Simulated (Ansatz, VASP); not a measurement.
SiGe: VASP beside Ansatz

The input INCAR:

```
ALGO = Normal
EDIFF = 1E-6
ENCUT = 520
GGA = CA
ISIF = 2
ISMEAR = 0
LASPH = T
LCHARG = F
LREAL = F
LWAVE = F
NBANDS = 26
NELM = 80
PREC = Accurate
SIGMA = 0.03
```

File KPOINTS:

```
k-points
0
Gamma
  12 12 8
```

File POSCAR:

```
SiGe
1.0
    4.0144932713      0.0000000000      0.0000000000
   -2.0072466356      3.4766531563      0.0000000000
    0.0000000000      0.0000000000      6.1019828729
Si Ge
2 2
Direct
    0.6666666667      0.3333333333      0.8746070000
    0.3333333333      0.6666666667      0.3746070000
    0.6666666667      0.3333333333      0.5003920000
    0.3333333333      0.6666666667      0.0003920000
```

Input for Ansatz:

```yaml
crystal:
  lattice:
    - [4.0144932713, 0.0, 0.0]
    - [-2.0072466356, 3.4766531563, 0.0]
    - [0.0, 0.0, 6.1019828729]
  atoms:
    - { symbol: Si, position: [0.6666666667, 0.3333333333, 0.874607] }
    - { symbol: Si, position: [0.3333333333, 0.6666666667, 0.374607] }
    - { symbol: Ge, position: [0.6666666667, 0.3333333333, 0.500392] }
    - { symbol: Ge, position: [0.3333333333, 0.6666666667, 0.000392] }
basis:
  ecutwfc: 420
kpoints:
  mp_grid: { grid: [12, 12, 8] }
hamiltonian:
  xc: lda
scf:
  occupations: { method: gaussian, width: 0.03 }
output:
  forces: true
  stress: true
  eigenvalues: true
```

Alike in both runs: task single point; functional LDA; k mesh 12 × 12 × 8; occupations gaussian, width 0.03 eV; no spin polarisation.

|  | VASP | Ansatz |
| --- | --- | --- |
| version | VASP 6.6.1 | Ansatz 0.2.0 |
| potentials or method | VASP PAW LDA potentials, release 64 (Si, Ge_d), cutoff 520 eV | scalar-relativistic, plane waves, PAW |
| valence electrons in the cell | 36 | 36 |

```csv
,VASP,Ansatz,Ansatz less VASP
gap on the k mesh at the Fermi level (eV),none,none,-
pressure (GPa),-1.0,-1.0,-0.03
"traceless stress, the component that is largest in VASP (GPa)",12.27,12.22,-0.058
rms of the force components (eV/Å),0.581,0.579,-0.0023
```

LDA's correlation is that of Perdew and Zunger in VASP and of Perdew and Wang (1992) in Ansatz. Atom by atom the forces differ by 0.002 eV/Å (rms over components). A gap of «none» marks a metal or a gap that the smearing closes.
